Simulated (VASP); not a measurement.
# SnO2 (P4_2/mnm) in VASP: a series of runs, part 2 of 2

VASP 6.6.1.

## (3) Electric field gradients, PBE (volume scaled by 0.94)

INCAR reads:

```
SYSTEM = SnO2
PREC = Accurate ; ENCUT = 520
EDIFF = 1E-8 ; ISMEAR = -1
SIGMA = 0.03 ; LREAL = .False.
LASPH = .True. ; NELM = 60
ALGO = Normal ; ISIF = 2
LWAVE = .False. ; LCHARG = .False.
GGA = PE ; LEFG = .True.
NBANDS = 35
```

KPOINTS reads:

```
Automatic mesh
0
Gamma
  4 4 6
  0 0 0
```

POSCAR reads:

```
SnO2
1.0
    4.6406422521      0.0000000000      0.0000000000
    0.0000000000      4.6406422521      0.0000000000
    0.0000000000      0.0000000000      3.1213531768
Sn O
2 4
Direct
    0.0000000000      0.0000000000      0.0000000000
    0.5000000000      0.5000000000      0.5000000000
    0.3056200000      0.3056200000      0.0000000000
    0.1943800000      0.8056200000      0.5000000000
    0.6943800000      0.6943800000      0.0000000000
    0.8056200000      0.1943800000      0.5000000000
```

Potentials or basis: VASP PAW PBE potentials, release 64 (Sn_d, O).

Run with:

```sh
$ cat potpaw_PBE.64/Sn_d/POTCAR potpaw_PBE.64/O/POTCAR > POTCAR
$ mpirun -np 1 vasp_std > vasp.out
```

OUTCAR:

```text
SYSTEM = SnO2
   PREC = Accurate
   ENCUT = 520
   EDIFF = 1E-8
   ISMEAR = -1
   LREAL = .False.
   LASPH = .True.
   NELM = 60
   ISIF = 2
   GGA = PE

 ion  position               nearest neighbor table
   1  0.000  0.000  0.000-   3 2.01   5 2.01   4 2.02   6 2.02   4 2.02   6 2.02   2 3.63   2 3.63
                             2 3.63   2 3.63   2 3.63   2 3.63   2 3.63   2 3.63
   2  0.500  0.500  0.500-   4 2.01   6 2.01   5 2.02   3 2.02   3 2.02   5 2.02   1 3.63   1 3.63
                             1 3.63   1 3.63   1 3.63   1 3.63   1 3.63   1 3.63
   3  0.306  0.306  0.000-   1 2.01   2 2.02   2 2.02
   4  0.194  0.806  0.500-   2 2.01   1 2.02   1 2.02
   5  0.694  0.694  0.000-   1 2.01   2 2.02   2 2.02
   6  0.806  0.194  0.500-   2 2.01   1 2.02   1 2.02

  LATTYP: Found a simple tetragonal cell.
 ALAT       =     4.6406422521
 C/A-ratio  =     0.6726123255

  Lattice vectors:

 A1 = (   4.6406422521,   0.0000000000,   0.0000000000)
 A2 = (   0.0000000000,   4.6406422521,   0.0000000000)
 A3 = (   0.0000000000,   0.0000000000,   3.1213531768)

Analysis of symmetry for initial positions (statically):
=====================================================================
 Subroutine PRICEL returns:
 Original cell was already a primitive cell.

 Routine SETGRP: Setting up the symmetry group for a
 simple tetragonal supercell.

 Subroutine GETGRP returns: Found 16 space group operations
 (whereof  8 operations were pure point group operations)
 out of a pool of 16 trial point group operations.

The static configuration has the point symmetry D_2h.
 The point group associated with its full space group is D_4h.

Analysis of symmetry for dynamics (positions and initial velocities):
=====================================================================
 Subroutine PRICEL returns:
 Original cell was already a primitive cell.

 Routine SETGRP: Setting up the symmetry group for a
 simple tetragonal supercell.

 Subroutine GETGRP returns: Found 16 space group operations
 (whereof  8 operations were pure point group operations)
 out of a pool of 16 trial point group operations.

The dynamic configuration has the point symmetry D_2h.
 The point group associated with its full space group is D_4h.

 Subroutine INISYM returns: Found 16 space group operations
 (whereof  8 operations are pure point group operations),
 and found     1 'primitive' translations

----------------------------------------------------------------------------------------

                                     Primitive cell

  volume of cell :      67.2201

  direct lattice vectors                    reciprocal lattice vectors
     4.640642252  0.000000000  0.000000000     0.215487414  0.000000000  0.000000000
     0.000000000  4.640642252  0.000000000     0.000000000  0.215487414  0.000000000
     0.000000000  0.000000000  3.121353177     0.000000000  0.000000000  0.320373871

  length of vectors
     4.640642252  4.640642252  3.121353177     0.215487414  0.215487414  0.320373871

[... 110 lines left out ...]
  Thomas-Fermi vector in A             =   2.614019
   LORBIT       =      0    0 simple, 1 ext, 2 COOP (PROOUT), +10 PAW based schemes
   GGA     = PE    functional components
   LHFCALC =     F    Hartree Fock is set to
   AEXX    =    0.0000 exact exchange contribution
   IVDW    =     0    specifies the selected vdW correction
   LEPSILON=     F    determine dielectric tensor
   LRPA    =     F    only Hartree local field effects (RPA)
 non-spin polarized calculation
  energy-cutoff  :      520.00
  volume of cell :       67.22
 maximum number of plane-waves:      1835
 NGX is ok and might be reduce to    36
   NGX = 17   NGY = 17   NGZ = 11

 number of electron      51.9999997 magnetization

 Free energy of the ion-electron system (eV)
  ---------------------------------------------------
  ext. energy  EPLUGINS =         0.00000000
  ---------------------------------------------------
  free energy    TOTEN  =       -36.63695280 eV

  energy without entropy =      -36.63695280  energy(sigma->0) =      -36.63695280

 E-fermi :   7.5185     XC(G=0): -11.5940

 val. band max:        6.8983575238   @ k =   0.0000   0.0000   0.0000
 cond. band min:       8.8943354603   @ k =   0.0000   0.0000   0.0000
 fundamental gap:      1.9959779365
 Fermi energy:         7.5185494379

 k-point     1 :       0.0000    0.0000    0.0000
  band No.  band energies     occupation
      1     -14.3461      2.00000
      2     -13.4369      2.00000
      3     -13.0151      2.00000
      4     -12.9903      2.00000
      5     -12.9903      2.00000
      6     -12.9540      2.00000
[... 901 lines left out ...]
     34      18.7521      0.00000
     35      20.4486      0.00000

------------------------ aborting loop because EDIFF is reached ----------------------------------------

  FORCE on cell =-STRESS in cart. coord.  units (eV):
  Direction    XX          YY          ZZ          XY          YZ          ZX
  --------------------------------------------------------------------------------------
  -------------------------------------------------------------------------------------
  Total       10.8529677     10.8529677     13.8411016      0.0000000      0.0000000      0.0000000
  in kB      258.6783017    258.6783017    329.8998726      0.0000000      0.0000000      0.0000000
  external PRESSURE =     282.4188253 kB  Pullay stress =       0.0000000 kB

 VOLUME and BASIS-vectors are now :
 -----------------------------------------------------------------------------
  energy-cutoff  :      520.00
  volume of cell :       67.22
      direct lattice vectors                 reciprocal lattice vectors
     4.640642252  0.000000000  0.000000000     0.215487414  0.000000000  0.000000000
     0.000000000  4.640642252  0.000000000     0.000000000  0.215487414  0.000000000
     0.000000000  0.000000000  3.121353177     0.000000000  0.000000000  0.320373871

 POSITION                                       TOTAL-FORCE (eV/Angst)
 -----------------------------------------------------------------------------------
      0.00000      0.00000      0.00000         0.000000     -0.000000      0.000000
      2.32032      2.32032      1.56068         0.000000     -0.000000      0.000000
      1.41827      1.41827      0.00000        -0.202715     -0.202715      0.000000
      0.90205      3.73859      1.56068         0.202715     -0.202715      0.000000
      3.22237      3.22237      0.00000         0.202715      0.202715     -0.000000
      3.73859      0.90205      1.56068        -0.202715      0.202715     -0.000000
 -----------------------------------------------------------------------------------
    total drift:                                0.000000      0.000000      0.000000

  FREE ENERGIE OF THE ION-ELECTRON SYSTEM (eV)
  ---------------------------------------------------
  free  energy   TOTEN  =       -36.6369527985 eV

  energy  without entropy=      -36.6369527985  energy(sigma->0) =      -36.63695280

 Electric field gradients (V/A^2)
---------------------------------------------------------------------
 ion       V_xx      V_yy      V_zz      V_xy      V_xz      V_yz
---------------------------------------------------------------------
   1      26.781    26.781   -53.561   -36.814    -0.000    -0.000
   2      26.781    26.781   -53.561    36.814    -0.000     0.000
   3     -21.771   -21.771    43.541    75.774     0.000     0.000
   4     -21.771   -21.771    43.541   -75.774    -0.000    -0.000
   5     -21.771   -21.771    43.541    75.774    -0.000    -0.000
   6     -21.771   -21.771    43.541   -75.774     0.000    -0.000
---------------------------------------------------------------------

 Electric field gradients after diagonalization (V/A^2)
 (convention: |V_zz| > |V_xx| > |V_yy|)
----------------------------------------------------------------------
 ion       V_xx      V_yy      V_zz     asymmetry (V_yy - V_xx)/ V_zz
----------------------------------------------------------------------
   1     -53.561   -10.033    63.595       0.684
   2     -53.561   -10.033    63.595       0.684
   3      54.003    43.541   -97.545       0.107
   4      54.003    43.541   -97.545       0.107
   5      54.003    43.541   -97.545       0.107
   6      54.003    43.541   -97.545       0.107
----------------------------------------------------------------------

           NMR quadrupolar parameters

 Cq : quadrupolar parameter    Cq=e*Q*V_zz/h
 eta: asymmetry parameters     (V_yy - V_xx)/ V_zz
 Q  : nuclear electric quadrupole moment in mb (millibarn)
----------------------------------------------------------------------
 ion       Cq(MHz)       eta       Q (mb)
----------------------------------------------------------------------
   1       0.154       0.684       1.000
   2       0.154       0.684       1.000
   3      -0.236       0.107       1.000
   4      -0.236       0.107       1.000
   5      -0.236       0.107       1.000
   6      -0.236       0.107       1.000
----------------------------------------------------------------------
```

Wall time 48 s (1 thread of Intel Xeon 6975P-C, shared host); peak memory 0.2 GiB.

What came out:

* Free energy: -36.6370 eV
* Pressure: 28.2 GPa
* Largest force: 0.287 eV/Å
* Band gap on the k mesh: 2.00 eV, direct

Forces on the atoms (eV/Å):
```
Sn   0.000  0.000  0.000
Sn   0.000  0.000  0.000
O   -0.203 -0.203  0.000
O    0.203 -0.203  0.000
O    0.203  0.203  0.000
O   -0.203  0.203  0.000
```

Stress tensor (GPa, compression positive):
```
25.87  0.00  0.00
 0.00 25.87  0.00
 0.00  0.00 32.99
```

Electric field gradients, principal values (V/Å²):
```tsv
atom	least	middle	greatest (by size)
1 Sn	-10.033	-53.561	63.595
2 Sn	-10.033	-53.561	63.595
3 O	43.541	54.003	-97.545
4 O	43.541	54.003	-97.545
5 O	43.541	54.003	-97.545
6 O	43.541	54.003	-97.545
```

Caveat: without QUAD_EFG the Cq values of the log hold for a quadrupole moment of 1 mb, not for the nuclei; spin-orbit coupling is left out, which moves the levels of the heavy elements.

## (4) Electric field gradients, PBE (volume scaled by 0.98)

INCAR reads:

```
SYSTEM = SnO2
  PREC = Accurate
  ENCUT = 520
  EDIFF = 1E-8
  ISMEAR = -1
  SIGMA = 0.03
  LREAL = .FALSE.
  LASPH = .TRUE.
  NELM = 80
  ALGO = Normal
  ISIF = 2
  LWAVE = .FALSE.
  LCHARG = .FALSE.
  GGA = PE
  LEFG = .TRUE.
  NBANDS = 35
```

KPOINTS reads:

```
Automatic mesh
0
G
  4 4 6
  0 0 0
```

Changes to POSCAR since step 3:

```diff
@@ -2,5 +2,5 @@
 1.0
-    4.6406422521      0.0000000000      0.0000000000
-    0.0000000000      4.6406422521      0.0000000000
-    0.0000000000      0.0000000000      3.1213531768
+    4.7055547467      0.0000000000      0.0000000000
+    0.0000000000      4.7055547467      0.0000000000
+    0.0000000000      0.0000000000      3.1650141207
 Sn O
```

Potentials or basis: VASP PAW PBE potentials, release 64 (Sn_d, O).

Run with:

```sh
$ cat potpaw_PBE.64/Sn_d/POTCAR potpaw_PBE.64/O/POTCAR > POTCAR
$ mpirun -np 1 vasp_std > vasp.out
```

OUTCAR:

```text
SYSTEM = SnO2
   PREC = Accurate
   ENCUT = 520
   EDIFF = 1E-8
   ISMEAR = -1
   LREAL = .FALSE.
   LASPH = .TRUE.
   NELM = 80
   ISIF = 2
   GGA = PE

 ion  position               nearest neighbor table
   1  0.000  0.000  0.000-   3 2.03   5 2.03   4 2.04   6 2.04   4 2.04   6 2.04   2 3.68   2 3.68
                             2 3.68   2 3.68   2 3.68   2 3.68   2 3.68   2 3.68
   2  0.500  0.500  0.500-   4 2.03   6 2.03   5 2.04   3 2.04   3 2.04   5 2.04   1 3.68   1 3.68
                             1 3.68   1 3.68   1 3.68   1 3.68   1 3.68   1 3.68
   3  0.306  0.306  0.000-   1 2.03   2 2.04   2 2.04
   4  0.194  0.806  0.500-   2 2.03   1 2.04   1 2.04
   5  0.694  0.694  0.000-   1 2.03   2 2.04   2 2.04
   6  0.806  0.194  0.500-   2 2.03   1 2.04   1 2.04

  LATTYP: Found a simple tetragonal cell.
 ALAT       =     4.7055547467
 C/A-ratio  =     0.6726123254

  Lattice vectors:

 A1 = (   4.7055547467,   0.0000000000,   0.0000000000)
 A2 = (   0.0000000000,   4.7055547467,   0.0000000000)
 A3 = (   0.0000000000,   0.0000000000,   3.1650141207)

Analysis of symmetry for initial positions (statically):
[... 1128 lines left out ...]
 -----------------------------------------------------------------------------------
    total drift:                                0.000000      0.000000      0.000000

  FREE ENERGIE OF THE ION-ELECTRON SYSTEM (eV)
  ---------------------------------------------------
  free  energy   TOTEN  =       -37.0369272804 eV

  energy  without entropy=      -37.0369272804  energy(sigma->0) =      -37.03692728

 Electric field gradients (V/A^2)
---------------------------------------------------------------------
 ion       V_xx      V_yy      V_zz      V_xy      V_xz      V_yz
---------------------------------------------------------------------
   1      25.331    25.331   -50.662   -33.162    -0.000     0.000
   2      25.331    25.331   -50.662    33.162    -0.000    -0.000
   3     -22.653   -22.653    45.305    80.718     0.000     0.000
   4     -22.653   -22.653    45.305   -80.718    -0.000    -0.000
   5     -22.653   -22.653    45.305    80.718    -0.000     0.000
   6     -22.653   -22.653    45.305   -80.718     0.000     0.000
---------------------------------------------------------------------

 Electric field gradients after diagonalization (V/A^2)
 (convention: |V_zz| > |V_xx| > |V_yy|)
----------------------------------------------------------------------
 ion       V_xx      V_yy      V_zz     asymmetry (V_yy - V_xx)/ V_zz
----------------------------------------------------------------------
   1     -50.662    -7.831    58.493       0.732
   2     -50.662    -7.831    58.493       0.732
   3      58.066    45.305  -103.371       0.123
   4      58.066    45.305  -103.371       0.123
   5      58.066    45.305  -103.371       0.123
   6      58.066    45.305  -103.371       0.123
----------------------------------------------------------------------

           NMR quadrupolar parameters

 Cq : quadrupolar parameter    Cq=e*Q*V_zz/h
 eta: asymmetry parameters     (V_yy - V_xx)/ V_zz
 Q  : nuclear electric quadrupole moment in mb (millibarn)
----------------------------------------------------------------------
 ion       Cq(MHz)       eta       Q (mb)
----------------------------------------------------------------------
   1       0.141       0.732       1.000
   2       0.141       0.732       1.000
   3      -0.250       0.123       1.000
   4      -0.250       0.123       1.000
   5      -0.250       0.123       1.000
   6      -0.250       0.123       1.000
----------------------------------------------------------------------
```

It took 49 s on 1 thread of Intel Xeon 6975P-C, shared host; peak memory 0.19 GiB.

What came out:

| Property | Result |
| --- | --- |
| Free energy | -37.0369 eV |
| Pressure | 16.5 GPa |
| Largest force | 0.124 eV/Å |
| Band gap on the k mesh | 1.48 eV, direct |

Forces in eV/Å, atoms in the order of the input:
```
Sn   0.000  0.000  0.000
Sn   0.000  0.000  0.000
O   -0.088 -0.088  0.000
O    0.088 -0.088  0.000
O    0.088  0.088  0.000
O   -0.088  0.088  0.000
```

Stress tensor (GPa, compression positive):
```
15.16  0.00  0.00
 0.00 15.16  0.00
 0.00  0.00 19.13
```

Electric field gradients, principal values (V/Å²):
```tsv
atom	least	middle	greatest (by size)
1 Sn	-7.831	-50.662	58.493
2 Sn	-7.831	-50.662	58.493
3 O	45.305	58.066	-103.371
4 O	45.305	58.066	-103.371
5 O	45.305	58.066	-103.371
6 O	45.305	58.066	-103.371
```

Caveat: without QUAD_EFG the Cq values of the log hold for a quadrupole moment of 1 mb, not for the nuclei; spin-orbit coupling is left out, which moves the levels of the heavy elements.
